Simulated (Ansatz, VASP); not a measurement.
# Two plane-wave programs on Al

```xyz
1
Lattice="-1.5946 1.5946 1.5946 1.5946 -1.5946 1.5946 1.5946 1.5946 -1.5946" Properties=species:S:1:pos:R:3 pbc="T T T"
Al    0.0000    0.0000    0.0000
```

Alike in both runs: functional LDA; k mesh 18 × 18 × 18; occupations gaussian, width 0.1 eV; no spin polarisation.

Ansatz relaxed the structure, and its values are those at the end. VASP's run is a single point on that final structure, the one shown.

|  | VASP | Ansatz |
| --- | --- | --- |
| version | VASP 6.6.1 | Ansatz 0.2.0 |
| potentials or method | VASP PAW LDA potentials, release 64 (Al), cutoff 520 eV | scalar-relativistic, plane waves, PAW |
| valence electrons in the cell | 3 | 3 |

|  | VASP | Ansatz | Ansatz less VASP |
| --- | --- | --- | --- |
| gap on the k mesh at the Fermi level (eV) | none | none | - |
| pressure (GPa) | 0.1 | 0.0 | -0.07 |

LDA's correlation is that of Perdew and Zunger in VASP and of Perdew and Wang (1992) in Ansatz. A gap of «none» marks a metal or a gap that the smearing closes.
